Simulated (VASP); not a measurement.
The system is Te.

```xyz
3
Lattice="4.4540 0.0000 0.0000 -2.2270 3.8573 0.0000 0.0000 0.0000 5.9240" Properties=species:S:1:pos:R:3 pbc="T T T"
Te    1.6279    2.8197    0.0000
Te   -0.5991    1.0376    3.9493
Te    1.1981    0.0000    1.9747
```

```yaml
Program: VASP 6.6.1
Task: relaxation of cell and atoms
Functional: BLYP
Potentials_or_basis: VASP PAW PBE potentials, release 64 (Te)
Cutoff: 600 eV
k_mesh: 7 × 7 × 5
Occupations: fermi-dirac, width 0.05 eV
Spin: no spin polarisation
```

At the start: pressure 5.4 GPa; volume 33.93 Å³/atom.

Question: How do energy, volume and symmetry change on relaxing?

Answer: Over 27 steps the energy falls by 99.5 meV/atom and the volume is 46.67 Å³/atom (+37.6 %); space group P3_121 (No. 152, to 0.05 Å).

The path:
| step | energy change (eV) | largest force (eV/Å) | pressure (GPa) | volume (Å³) |
| --- | --- | --- | --- | --- |
| 1 | 0.0000 | 0.2605 | 5.36 | 101.78 |
| 2 | -0.1375 | 0.4546 | -1.67 | 119.44 |
| 3 | -0.1757 | 0.2600 | 0.13 | 113.16 |
| 4 | -0.1930 | 0.2502 | 0.12 | 114.18 |
| 5 | -0.2329 | 0.2058 | 0.22 | 117.17 |
| 6 | -0.2622 | 0.0109 | 0.90 | 122.89 |
| 7 | -0.2752 | 0.1106 | 0.30 | 126.69 |
| 8 | -0.2795 | 0.2045 | -0.21 | 130.41 |
| 9 | -0.2860 | 0.1590 | -0.13 | 131.48 |
| 10 | -0.2953 | 0.0413 | 0.08 | 133.94 |
| 11 | -0.2872 | 0.2608 | 0.60 | 138.94 |
| 12 | -0.2968 | 0.0366 | 0.21 | 135.30 |
| 13 | -0.2976 | 0.0206 | -0.08 | 137.61 |
| 14 | -0.2977 | 0.0046 | 0.00 | 136.96 |
| 15 | -0.2977 | 0.0034 | 0.00 | 136.92 |
| 16 | -0.2978 | 0.0055 | 0.00 | 137.11 |
| 17 | -0.2980 | 0.0116 | -0.01 | 137.67 |
| 18 | -0.2982 | 0.0233 | -0.04 | 138.79 |
| 19 | -0.2982 | 0.0085 | 0.01 | 138.84 |
| 20 | -0.2982 | 0.0070 | 0.02 | 138.85 |
| 21 | -0.2982 | 0.0044 | 0.03 | 138.86 |
| 22 | -0.2983 | 0.0015 | 0.03 | 139.05 |
| 23 | -0.2983 | 0.0052 | 0.04 | 139.49 |
| 24 | -0.2983 | 0.0192 | 0.05 | 140.37 |
| 25 | -0.2983 | 0.0103 | 0.04 | 139.80 |
| 26 | -0.2983 | 0.0133 | -0.05 | 140.29 |
| 27 | -0.2984 | 0.0004 | -0.01 | 140.02 |

Final structure:
```
CELL_PARAMETERS angstrom
5.22539 0.00000 0.00000
-2.61269 4.52532 0.00000
0.00000 0.00000 5.92159
ATOMIC_POSITIONS crystal
Te 0.77417 0.77417 0.00000
Te 0.00000 0.22583 0.66667
Te 0.22583 0.00000 0.33333
```

Caveat: the volume moved by over 15 % at a fixed basis, so the end points are rough; the PAW data sets were made with another functional, which shifts forces and pressure a little; the volume moved by +38 % from the deposited cell, more than functionals usually miss.
